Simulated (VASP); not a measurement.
Runs of VASP 6.6.1 on Ti. The structure is that of space group P6_3/mmc (No. 194), or close to it. The cells are those of the table. 

```csv
task,cell,k mesh for the DOS,occupations for the DOS,gap on the mesh (eV),pressure (GPa)
electric field gradients,"a = 2.984, b = 2.984, c = 4.717 Å, angles 90.0, 90.0, 120.0°, 2 atoms",-,-,none,-12.4
electric field gradients,"a = 2.936, b = 2.936, c = 4.641 Å, angles 90.0, 90.0, 120.0°, 2 atoms",-,-,none,-8.2
electric field gradients,"a = 2.960, b = 2.960, c = 4.679 Å, angles 90.0, 90.0, 120.0°, 2 atoms",-,-,none,(a)
electric field gradients,"a = 2.911, b = 2.911, c = 4.602 Å, angles 90.0, 90.0, 120.0°, 2 atoms",-,-,none,-5.6
```

Alike in all rows: level LDA; potentials or basis VASP PAW LDA potentials, release 64 (Ti_sv); no spin polarisation; k mesh 13 × 13 × 7; cutoff (eV) 520; smearing fermi-dirac 0.05 eV.

Task: Estimate the missing entries.

Result: (a) -10.4.

A gap of «none» marks levels without a gap at the run's occupations.
